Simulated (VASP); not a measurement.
Set up this calculation in VASP 6.6.1, as the native input.

```yaml
Task: relaxation of cell and atoms
Functional: PBE
Potentials_or_basis: VASP PAW PBE potentials, release 64 (Ge_d, Pt)
Cutoff: 600 eV
k_mesh: 18 × 18 × 18
Occupations: gaussian, width 0.1 eV
Spin: no spin polarisation
Dipole_correction: no
Further_INCAR_settings: ALGO = Normal; EDIFF = 1e-06; IBRION = 2; EDIFFG = -0.01; NSW = 100; ISIF = 3
```

The structure of GePt lies in POSCAR:

```
GePt
1.0
    0.0000000000      2.5823318500      2.5823318500
    2.5823318500      0.0000000000      2.5823318500
    2.5823318500      2.5823318500      0.0000000000
Ge Pt
1 1
Direct
    0.0000000000      0.0000000000      0.0000000000
    0.5000000000      0.5000000000      0.5000000000
```

The input as run:

INCAR

```
SYSTEM = GePt
PREC = Accurate ; ENCUT = 600
EDIFF = 1E-6 ; ISMEAR = 0
SIGMA = 0.1 ; LREAL = .False.
LASPH = .True. ; NELM = 100
ALGO = Normal ; ISIF = 3
LWAVE = .False. ; LCHARG = .False.
GGA = PE ; IBRION = 2
NSW = 100 ; EDIFFG = -0.01
```

KPOINTS

```
regular mesh
0
Gamma
  18 18 18
  0 0 0
```

Potentials or basis: VASP PAW PBE potentials, release 64 (Ge_d, Pt).

Command:

```console
$ cat potpaw_PBE.64/Ge_d/POTCAR potpaw_PBE.64/Pt/POTCAR > POTCAR
$ mpirun -np 1 vasp_std > vasp.out
```

Results of the run:

| Item | Value |
| --- | --- |
| Relaxed volume | 17.72 Å³/atom |
| Relaxed cell | a = 3.687 Å, b = 3.687 Å, c = 3.687 Å, α = 60.00°, β = 60.00°, γ = 60.00° |
| Space group after relaxing (to 0.05 Å) | Fm-3m (No. 225) |
| Energy gained by relaxing | 6.1 meV/atom |
| Ionic steps | 3 |
| Pressure after relaxing | -0.1 GPa |
| Band gap on the k mesh | zero (band 12 reaches 10.64 eV, above the bottom of band 13 at 7.24 eV) |

Caveat: spin-orbit coupling is left out, which moves the levels of the heavy elements.

Wall time 6.5 min on 1 thread of Intel Xeon 8259CL, on a shared host, peak memory 0.3 GiB.
